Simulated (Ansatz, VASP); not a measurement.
This is a calculation of Sn for VASP 6.6.1.

File INCAR:

```
PREC = Accurate ; ENCUT = 520
EDIFF = 1E-6 ; ISMEAR = 0
SIGMA = 0.023 ; LREAL = False
LASPH = True ; NELM = 100
ALGO = Fast ; ISIF = 2
LWAVE = False ; LCHARG = False
GGA = PE ; NBANDS = 13
```

Contents of KPOINTS:

```
regular mesh
0
Gamma
  10 10 10
```

POSCAR

```
Sn
1.0
   -2.0291894110      2.0291894110      1.6607599896
    2.0291894110     -2.0291894110      1.6607599896
    2.0291894110      2.0291894110     -1.6607599896
Sn
1
Direct
    0.0000000000      0.0000000000      0.0000000000
```

Potentials or basis: VASP PAW PBE potentials, release 64 (Sn_d).

Run with:

```bash
$ cat potpaw_PBE.64/Sn_d/POTCAR > POTCAR
$ mpirun -np 1 vasp_std > vasp.out
```

Problem. Set up the same calculation for Ansatz 0.2.0. Potentials there: Ansatz PAW.

Solution. As run (the cutoff follows the program's own potentials):

The input input.yaml:

```yaml
crystal:
  lattice:
    - [-2.029189411, 2.029189411, 1.6607599896]
    - [2.029189411, -2.029189411, 1.6607599896]
    - [2.029189411, 2.029189411, -1.6607599896]
  atoms:
    - { symbol: Sn, position: [0.0, 0.0, 0.0] }
hamiltonian:
  xc: pbe
  pseudopotentials: { kind: paw }
kpoints:
  mp_grid: { grid: [10, 10, 10] }
scf:
  occupations: { method: gaussian, width: 0.023 }
output:
  forces: true
  stress: true
  eigenvalues: true
```

Potentials or basis: Ansatz PAW.

Command:

```console
$ ansatz run input.yaml --threads 2 --pin off --max-ram 5632MiB --backend cpu --events-out ev --progress --plain --runs-dir out
```

Both were run:

|  | VASP | Ansatz | Ansatz less VASP |
| --- | --- | --- | --- |
| gap on the k mesh at the Fermi level (eV) | none | none | - |
| pressure (GPa) | 0.8 | 0.8 | -0.01 |
| traceless stress, the component that is largest in VASP (GPa) | 0.97 | 0.96 | -0.002 |

A gap of «none» marks a metal or a gap that the smearing closes. The functional is the same, so the differences come from potentials, cutoffs and numerics.
